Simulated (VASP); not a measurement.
# ZrO2 (Fm-3m) in VASP: notebook

The runs below take ZrO2 through single point, with PBE.

Everything below comes from runs of VASP 6.6.1. Logs are shortened: lines on timing, memory, paths and dates and some standing lists are left out, and cuts for length are marked.

### 1 The cell of the first run

It takes space group Fm-3m (No. 225, cubic). The conventional cell has a = 5.011 Å, b = 5.011 Å, c = 5.011 Å, α = 90.00°, β = 90.00°, γ = 90.00°. Zr (site symmetry m-3m) has 8 O at 2.17 Å within 2.9 Å. Within 2.9 Å of O (site symmetry -43m) lie 4 Zr at 2.17 Å and 6 O at 2.51 Å.

### 2 Single point, PBE (10.49 Å³/atom)

INCAR

```
SYSTEM = ZrO2
  PREC = Accurate
  ENCUT = 600
  EDIFF = 1E-6
  ISMEAR = 0
  SIGMA = 0.01
  LREAL = .FALSE.
  LASPH = .TRUE.
  NELM = 120
  ALGO = Normal
  ISIF = 2
  LWAVE = .FALSE.
  LCHARG = .FALSE.
  GGA = PE
  NBANDS = 19
  GGA_COMPAT = .FALSE.
```

KPOINTS

```
Automatic mesh
0
G
  8 8 8
  0 0 0
```

POSCAR

```
ZrO2
1.0
    0.0000000000      2.5056815281      2.5056815281
    2.5056815281      0.0000000000      2.5056815281
    2.5056815281      2.5056815281      0.0000000000
Zr O
1 2
Direct
    0.0000000000      0.0000000000      0.0000000000
    0.2500000000      0.2500000000      0.2500000000
    0.7500000000      0.7500000000      0.7500000000
```

Potentials or basis: VASP PAW PBE potentials, release 64 (Zr_sv, O).

Started as:

```sh
$ cat potpaw_PBE.64/Zr_sv/POTCAR potpaw_PBE.64/O/POTCAR > POTCAR
$ mpirun -np 1 vasp_std > vasp.out
```

OUTCAR:

```text
SYSTEM = ZrO2
   PREC = Accurate
   ENCUT = 600
   EDIFF = 1E-6
   ISMEAR = 0
   LREAL = .FALSE.
   LASPH = .TRUE.
   NELM = 120
   ISIF = 2
   GGA = PE

 ion  position               nearest neighbor table
   1  0.000  0.000  0.000-   3 2.17   3 2.17   3 2.17   2 2.17   3 2.17   2 2.17   2 2.17   2 2.17

   2  0.250  0.250  0.250-   1 2.17   1 2.17   1 2.17   1 2.17
   3  0.750  0.750  0.750-   1 2.17   1 2.17   1 2.17   1 2.17

  LATTYP: Found a face centered cubic cell.
 ALAT       =     5.0113630562

  Lattice vectors:

 A1 = (   0.0000000000,   2.5056815281,   2.5056815281)
 A2 = (   2.5056815281,   0.0000000000,   2.5056815281)
 A3 = (   2.5056815281,   2.5056815281,   0.0000000000)

Analysis of symmetry for initial positions (statically):
=====================================================================
 Subroutine PRICEL returns:
 Original cell was already a primitive cell.

 Routine SETGRP: Setting up the symmetry group for a
 face centered cubic supercell.

 Subroutine GETGRP returns: Found 48 space group operations
 (whereof 48 operations were pure point group operations)
 out of a pool of 48 trial point group operations.

The static configuration has the point symmetry O_h .

Analysis of symmetry for dynamics (positions and initial velocities):
=====================================================================
 Subroutine PRICEL returns:
 Original cell was already a primitive cell.

 Routine SETGRP: Setting up the symmetry group for a
 face centered cubic supercell.

 Subroutine GETGRP returns: Found 48 space group operations
 (whereof 48 operations were pure point group operations)
 out of a pool of 48 trial point group operations.

The dynamic configuration has the point symmetry O_h .

 Subroutine INISYM returns: Found 48 space group operations
 (whereof 48 operations are pure point group operations),
 and found     1 'primitive' translations

----------------------------------------------------------------------------------------

                                     Primitive cell

  volume of cell :      31.4635

  direct lattice vectors                    reciprocal lattice vectors
     0.000000000  2.505681528  2.505681528    -0.199546508  0.199546508  0.199546508
     2.505681528  0.000000000  2.505681528     0.199546508 -0.199546508  0.199546508
     2.505681528  2.505681528  0.000000000     0.199546508  0.199546508 -0.199546508

  length of vectors
     3.543568800  3.543568800  3.543568800     0.345624691  0.345624691  0.345624691

  position of ions in fractional coordinates (direct lattice)
     0.000000000  0.000000000  0.000000000
     0.250000000  0.250000000  0.250000000
     0.750000000  0.750000000  0.750000000

  ion indices of the primitive-cell ions
   primitive index   ion index
                 1           1
                 2           2
                 3           3

----------------------------------------------------------------------------------------

 KPOINTS: Automatic mesh

Automatic generation of k-mesh.
 Grid dimensions read from file:
 generate k-points for:    8    8    8

 Generating k-lattice:

  Cartesian coordinates                     Fractional coordinates (reciprocal lattice)
    -0.024943314  0.024943314  0.024943314     0.125000000  0.000000000  0.000000000
     0.024943314 -0.024943314  0.024943314     0.000000000  0.125000000  0.000000000
     0.024943314  0.024943314 -0.024943314     0.000000000  0.000000000  0.125000000

  Length of vectors
     0.043203086  0.043203086  0.043203086

  Shift w.r.t. Gamma in fractional coordinates (k-lattice)
     0.000000000  0.000000000  0.000000000

 Subroutine IBZKPT returns following result:
 ===========================================

 Found     29 irreducible k-points:

 Following reciprocal coordinates:
            Coordinates               Weight
  0.000000  0.000000  0.000000      1.000000
  0.125000  0.000000  0.000000      8.000000
  0.250000  0.000000  0.000000      8.000000
  0.375000  0.000000  0.000000      8.000000
  0.500000  0.000000  0.000000      4.000000
  0.125000  0.125000  0.000000      6.000000
[... 16 lines left out ...]
  0.500000  0.250000  0.125000     48.000000
 -0.375000  0.250000  0.125000     24.000000
 [... further k-points ...]
   k-points           NKPTS =     29   k-points in BZ     NKDIM =     29   number of bands    NBANDS=     19
   number of dos      NEDOS =    301   number of ions     NIONS =      3
   total plane-waves  NPLWV =  21952
   dimension x,y,z NGX =    28 NGY =   28 NGZ =   28
   dimension x,y,z NGXF=    56 NGYF=   56 NGZF=   56
   ions per type =               1   2
   NGX,Y,Z   is equivalent  to a cutoff of  13.14, 13.14, 13.14 a.u.
   NGXF,Y,Z  is equivalent  to a cutoff of  26.27, 26.27, 26.27 a.u.
 SYSTEM =  ZrO2
   PREC   = accura    normal or accurate (medium, high low for compatibility)
   ISTART =      0    job   : 0-new  1-cont  2-samecut
   ICHARG =      2    charge: 1-file 2-atom 10-const
   ISPIN  =      1    spin polarized calculation?
   LNONCOLLINEAR =      F non collinear calculations
   LSORBIT =      F    spin-orbit coupling
   LASPH  =      T    aspherical Exc in radial PAW
   ENCUT  =  600.0 eV  44.10 Ry    6.64 a.u.   7.08  7.08  7.08*2*pi/ulx,y,z
   NELM   =    120;   NELMIN=  2; NELMDL= -5     # of ELM steps
   EDIFF  = 0.1E-05   stopping-criterion for ELM
   LREAL  =      F    real-space projection
   EDIFFG = 0.1E-04   stopping-criterion for IOM
   NSW    =      0    number of steps for IOM
   IBRION =     -1    ionic relax: 0-MD 1-quasi-New 2-CG
   NFREE  =      0    steps in history (QN), initial steepest desc. (CG)
   ISIF   =      2    stress and relaxation
   ISYM   =      2    0-nonsym 1-usesym 2-fastsym
   POTIM  = 0.5000    time-step for ionic-motion
   TEBEG  =    0.0;   TEEND  =   0.0 temperature during run
   PSTRESS=    0.0 pullay stress
   NELECT =      24.0000    total number of electrons
   NUPDOWN=      -1.0000    fix difference up-down
   EMIN   =  10.00;   EMAX   =-10.00  energy-range for DOS
   EFERMI =   0.00;   METHOD = LEGACY
   ISMEAR =     0;   SIGMA  =   0.01  broadening in eV -4-tet -1-fermi 0-gaus
   EFERMI_NEDOS =   21; number of points for ismear=-14 and -15
   IALGO  =     38    algorithm
   IMIX   =      4    mixing-type and parameters
[... 20 lines left out ...]

 Free energy of the ion-electron system (eV)
  ---------------------------------------------------
  ext. energy  EPLUGINS =         0.00000000
  ---------------------------------------------------
  free energy    TOTEN  =       -28.46688987 eV

  energy without entropy =      -28.46688987  energy(sigma->0) =      -28.46688987

 E-fermi :   7.8090     XC(G=0): -12.0360

 val. band max:        7.7597709687   @ k =   0.5000   0.5000   0.0000
 cond. band min:      11.2413530439   @ k =   0.0000   0.0000   0.0000
 fundamental gap:      3.4815820752
 Fermi energy:         7.8089670474

 k-point     1 :       0.0000    0.0000    0.0000
  band No.  band energies     occupation
      1     -40.1082      2.00000
      2     -17.9334      2.00000
      3     -17.9334      2.00000
      4     -17.9334      2.00000
      5     -10.6610      2.00000
      6      -7.9319      2.00000
[... 11 lines left out ...]
     18      17.7053      0.00000
     19      22.5324      0.00000

 k-point     2 :       0.1250    0.0000    0.0000
  band No.  band energies     occupation
      1     -40.0994      2.00000
      2     -18.0740      2.00000
      3     -17.9460      2.00000
      4     -17.9460      2.00000
      5     -10.4120      2.00000
      6      -8.1057      2.00000
[... 11 lines left out ...]
     18      17.4547      0.00000
     19      22.2499      0.00000

 k-point     3 :       0.2500    0.0000    0.0000
  band No.  band energies     occupation
      1     -40.0782      2.00000
      2     -18.3856      2.00000
      3     -17.9762      2.00000
      4     -17.9762      2.00000
      5      -9.8974      2.00000
      6      -8.3948      2.00000
[... 11 lines left out ...]
     18      17.2962      0.00000
     19      21.6317      0.00000

 k-point     4 :       0.3750    0.0000    0.0000
  band No.  band energies     occupation
      1     -40.0569      2.00000
      2     -18.6663      2.00000
      3     -18.0062      2.00000
      4     -18.0062      2.00000
      5      -9.6584      2.00000
      6      -8.3480      2.00000
[... 11 lines left out ...]
     18      17.4332      0.00000
     19      21.8642      0.00000

 k-point     5 :       0.5000    0.0000    0.0000
  band No.  band energies     occupation
      1     -40.0481      2.00000
      2     -18.7754      2.00000
      3     -18.0185      2.00000
      4     -18.0185      2.00000
      5      -9.6710      2.00000
      6      -8.1989      2.00000
[... 11 lines left out ...]
     18      16.9434      0.00000
     19      22.5021      0.00000

 k-point     6 :       0.1250    0.1250    0.0000
  band No.  band energies     occupation
      1     -40.0965      2.00000
      2     -18.0907      2.00000
      3     -17.9650      2.00000
      4     -17.9650      2.00000
      5     -10.3215      2.00000
      6      -8.1698      2.00000
[... 11 lines left out ...]
     18      17.3926      0.00000
     19      22.3413      0.00000

 k-point     7 :       0.2500    0.1250    0.0000
  band No.  band energies     occupation
      1     -40.0795      2.00000
      2     -18.3214      2.00000
      3     -18.0013      2.00000
      4     -17.9997      2.00000
      5      -9.8607      2.00000
      6      -8.4477      2.00000
[... 11 lines left out ...]
     18      17.2565      0.00000
     19      22.1676      0.00000

 k-point     8 :       0.3750    0.1250    0.0000
  band No.  band energies     occupation
      1     -40.0582      2.00000
      2     -18.5828      2.00000
      3     -18.0596      2.00000
      4     -18.0296      2.00000
      5      -9.4920      2.00000
      6      -8.5298      2.00000
[... 256 lines left out ...]
 k-point    20 :      -0.3750    0.3750    0.0000
  band No.  band energies     occupation
      1     -40.0299      2.00000
      2     -18.6637      2.00000
      3     -18.3706      2.00000
      4     -18.1047      2.00000
      5      -9.0386      2.00000
      6      -8.4891      2.00000
[... 11 lines left out ...]
     18      20.2433      0.00000
     19      23.1526      0.00000

 k-point    21 :       0.5000    0.5000    0.0000
  band No.  band energies     occupation
      1     -40.0282      2.00000
      2     -18.8427      2.00000
      3     -18.1460      2.00000
      4     -18.1460      2.00000
      5      -9.2703      2.00000
      6      -8.2597      2.00000
[... 11 lines left out ...]
     18      21.8147      0.00000
     19      21.8328      0.00000

 k-point    22 :       0.3750    0.2500    0.1250
  band No.  band energies     occupation
      1     -40.0624      2.00000
      2     -18.4822      2.00000
      3     -18.1135      2.00000
      4     -18.0162      2.00000
      5      -9.4031      2.00000
      6      -8.6800      2.00000
[... 11 lines left out ...]
     18      17.9362      0.00000
     19      22.5162      0.00000

 k-point    23 :       0.5000    0.2500    0.1250
  band No.  band energies     occupation
      1     -40.0453      2.00000
      2     -18.6136      2.00000
      3     -18.2277      2.00000
      4     -18.0505      2.00000
      5      -9.1667      2.00000
      6      -8.6415      2.00000
[... 11 lines left out ...]
     18      18.6668      0.00000
     19      22.7619      0.00000

 k-point    24 :      -0.3750    0.2500    0.1250
  band No.  band energies     occupation
      1     -40.0381      2.00000
      2     -18.6624      2.00000
      3     -18.2758      2.00000
      4     -18.0673      2.00000
      5      -9.2033      2.00000
      6      -8.4760      2.00000
[... 11 lines left out ...]
     18      18.7012      0.00000
     19      23.0793      0.00000

 [... further k-points ...]

------------------------ aborting loop because EDIFF is reached ----------------------------------------

  FORCE on cell =-STRESS in cart. coord.  units (eV):
  Direction    XX          YY          ZZ          XY          YZ          ZX
  --------------------------------------------------------------------------------------
  -------------------------------------------------------------------------------------
  Total        3.2974231      3.2974231      3.2974231      0.0000000      0.0000000     -0.0000000
  in kB      167.9104202    167.9104202    167.9104202      0.0000000      0.0000000     -0.0000000
  external PRESSURE =     167.9104202 kB  Pullay stress =       0.0000000 kB

 VOLUME and BASIS-vectors are now :
 -----------------------------------------------------------------------------
  energy-cutoff  :      600.00
  volume of cell :       31.46
      direct lattice vectors                 reciprocal lattice vectors
     0.000000000  2.505681528  2.505681528    -0.199546508  0.199546508  0.199546508
     2.505681528  0.000000000  2.505681528     0.199546508 -0.199546508  0.199546508
     2.505681528  2.505681528  0.000000000     0.199546508  0.199546508 -0.199546508

 POSITION                                       TOTAL-FORCE (eV/Angst)
 -----------------------------------------------------------------------------------
      0.00000      0.00000      0.00000        -0.000000     -0.000000     -0.000000
      1.25284      1.25284      1.25284         0.000000      0.000000      0.000000
      3.75852      3.75852      3.75852        -0.000000      0.000000     -0.000000
 -----------------------------------------------------------------------------------
    total drift:                                0.000000      0.000000      0.000000

  FREE ENERGIE OF THE ION-ELECTRON SYSTEM (eV)
  ---------------------------------------------------
  free  energy   TOTEN  =       -28.4668898714 eV

  energy  without entropy=      -28.4668898714  energy(sigma->0) =      -28.46688987
```

Wall time 9.9 s (1 thread of Intel Xeon 6975P-C (Granite Rapids), shared host); peak memory 0.16 GiB.

What came out:

```
Free energy            : -28.4669 eV
Pressure               : 16.8 GPa
Band gap on the k mesh : 3.48 eV (least direct gap 3.97 eV)
```

Levels at points of the mesh, in eV from the valence-band top:
```csv
k point,band 8,band 9,band 10,band 11,band 12,band 13,band 14,band 15,band 16,band 17
"(0.00, 0.00, 0.00)",-5.51,-5.51,-0.55,-0.55,-0.55,3.48,3.48,6.93,9.95,9.95
"(0.50, 0.00, 0.00)",-4.45,-2.61,-2.52,-1.68,-1.68,4.18,4.18,6.52,8.96,8.96
"(0.50, 0.50, 0.00)",-3.22,-3.22,-1.58,-1.58,0.00,3.97,4.99,6.26,7.69,7.69
```

Caveat: the cell stands under pressure.

### 3 Single point, PBE

This run uses another cell than the first one, of 10.99 Å³/atom.

INCAR

```
SYSTEM = ZrO2
PREC = Accurate
ENCUT = 600
EDIFF = 1E-6
ISMEAR = 0
SIGMA = 0.01
LREAL = .FALSE.
LASPH = .TRUE.
NELM = 120
ALGO = Normal
ISIF = 2
LWAVE = .FALSE.
LCHARG = .FALSE.
GGA = PE
NBANDS = 19
GGA_COMPAT = .FALSE.
```

KPOINTS is that of step 2.

POSCAR

```
ZrO2
1.0
    0.0000000000      2.5447136213      2.5447136213
    2.5447136213      0.0000000000      2.5447136213
    2.5447136213      2.5447136213      0.0000000000
Zr O
1 2
Direct
    0.0000000000      0.0000000000      0.0000000000
    0.2500000000      0.2500000000      0.2500000000
    0.7500000000      0.7500000000      0.7500000000
```

Potentials or basis: VASP PAW PBE potentials, release 64 (Zr_sv, O).

Started as:

```sh
$ cat potpaw_PBE.64/Zr_sv/POTCAR potpaw_PBE.64/O/POTCAR > POTCAR
$ mpirun -np 1 vasp_std > vasp.out
```

It took 14 s on 1 thread of Intel Xeon 6975P-C (Granite Rapids), shared host; peak memory 0.17 GiB.

Results (log left out):

```yaml
Free_energy: -28.5657 eV
Pressure: 3.9 GPa
Band_gap_on_the_k_mesh: 3.36 eV (least direct gap 3.80 eV)
```

Levels at points of the mesh, in eV from the valence-band top:
| k point | band 9 | band 10 | band 11 | band 12 | band 13 | band 14 | band 15 | band 16 |
| --- | --- | --- | --- | --- | --- | --- | --- | --- |
| (0.00, 0.00, 0.00) | -5.23 | -0.53 | -0.53 | -0.53 | 3.36 | 3.36 | 6.58 | 9.37 |
| (0.50, 0.00, 0.00) | -2.53 | -2.47 | -1.64 | -1.64 | 4.00 | 4.00 | 6.09 | 8.47 |
| (0.50, 0.50, 0.00) | -3.15 | -1.51 | -1.51 | 0.00 | 3.80 | 4.74 | 5.83 | 7.28 |

Caveat: the cell stands under pressure. A k mesh can miss the band edges.

### 4 Single point, PBE (10.82 Å³/atom)

This run uses another cell than the first one, of 10.82 Å³/atom.

INCAR

```
PREC = Accurate ; ENCUT = 600
EDIFF = 1E-6 ; ISMEAR = 0
SIGMA = 0.01 ; LREAL = F
LASPH = T ; NELM = 120
ALGO = Normal ; ISIF = 2
LWAVE = F ; LCHARG = F
GGA = PE ; NBANDS = 19
GGA_COMPAT = F
```

KPOINTS

```
regular mesh
0
Gamma
  8 8 8
```

POSCAR

```
ZrO2
1.0
    0.0000000000      2.5320590616      2.5320590616
    2.5320590616      0.0000000000      2.5320590616
    2.5320590616      2.5320590616      0.0000000000
Zr O
1 2
Direct
    0.0000000000      0.0000000000      0.0000000000
    0.2500000000      0.2500000000      0.2500000000
    0.7500000000      0.7500000000      0.7500000000
```

Started as:

```sh
$ cat potpaw_PBE.64/Zr_sv/POTCAR potpaw_PBE.64/O/POTCAR > POTCAR
$ mpirun -np 1 vasp_std > vasp.out
```

Run time: 13 s. Hardware: 1 thread of Intel Xeon 6975P-C (Granite Rapids), shared host; peak memory 0.17 GiB.

It converged, with:

| Property | Result |
| --- | --- |
| Free energy | -28.5463 eV |
| Pressure | 7.8 GPa |
| Band gap on the k mesh | 3.40 eV (least direct gap 3.85 eV) |

Levels at points of the mesh, in eV from the valence-band top:
```
           k point  band 10  band 11  band 12  band 13  band 14  band 15
(0.00, 0.00, 0.00)    -0.54    -0.54    -0.54     3.40     3.40     6.70
(0.50, 0.00, 0.00)    -2.49    -1.65    -1.65     4.06     4.06     6.23
(0.50, 0.50, 0.00)    -1.53    -1.53     0.00     3.85     4.82     5.97
```

Caveat: the cell stands under pressure. A k mesh can miss the band edges.

### 5 Single point, PBE

This run uses another cell than the first one, of 11.16 Å³/atom.

INCAR

```
SYSTEM = ZrO2
PREC = Accurate ; ENCUT = 600
EDIFF = 1E-6 ; ISMEAR = 0
SIGMA = 0.01 ; LREAL = .False.
LASPH = .True. ; NELM = 120
ALGO = Normal ; ISIF = 2
LWAVE = .False. ; LCHARG = .False.
GGA = PE ; NBANDS = 19
GGA_COMPAT = .False.
```

KPOINTS

```
Automatic mesh
0
Gamma
  8 8 8
  0 0 0
```

POSCAR

```
ZrO2
1.0
    0.0000000000      2.5578981836      2.5578981836
    2.5578981836      0.0000000000      2.5578981836
    2.5578981836      2.5578981836      0.0000000000
Zr O
1 2
Direct
    0.0000000000      0.0000000000      0.0000000000
    0.2500000000      0.2500000000      0.2500000000
    0.7500000000      0.7500000000      0.7500000000
```

Started as:

```sh
$ cat potpaw_PBE.64/Zr_sv/POTCAR potpaw_PBE.64/O/POTCAR > POTCAR
$ mpirun -np 1 vasp_std > vasp.out
```

It took 14 s on 1 thread of Intel Xeon 6975P-C (Granite Rapids), shared host; peak memory 0.17 GiB.

Results (log left out):

```yaml
Free_energy: -28.5733 eV
Pressure: 0.1 GPa
Band_gap_on_the_k_mesh: 3.31 eV (least direct gap 3.74 eV)
```

Levels at points of the mesh, in eV from the valence-band top:
| k point | band 9 | band 10 | band 11 | band 12 | band 13 | band 14 | band 15 | band 16 |
| --- | --- | --- | --- | --- | --- | --- | --- | --- |
| (0.00, 0.00, 0.00) | -5.14 | -0.53 | -0.53 | -0.53 | 3.31 | 3.31 | 6.47 | 9.18 |
| (0.50, 0.00, 0.00) | -2.50 | -2.46 | -1.63 | -1.63 | 3.94 | 3.94 | 5.95 | 8.30 |
| (0.50, 0.50, 0.00) | -3.12 | -1.49 | -1.49 | 0.00 | 3.74 | 4.66 | 5.70 | 7.15 |

A k mesh can miss the band edges. PBE gaps usually lie below the measured ones, often by a third to a half.

### 6 Summary

```csv
cell,gap on the mesh (eV),pressure (GPa)
"a = 3.544 Å, angles 60.0°, 3 atoms",3.48,16.8
"a = 3.599 Å, angles 60.0°, 3 atoms",3.36,3.9
"a = 3.581 Å, angles 60.0°, 3 atoms",3.40,7.8
"a = 3.617 Å, angles 60.0°, 3 atoms",3.31,0.1
```

Alike in all rows: task single point; level PBE; potentials or basis VASP PAW PBE potentials, release 64 (Zr_sv, O); no spin polarisation; k mesh 8 × 8 × 8; cutoff (eV) 600; smearing gaussian 0.01 eV.

Caveats: the cell stands under pressure (at least some runs).

Total energies depend on the potentials used, so only differences within one code and one set of settings carry meaning.
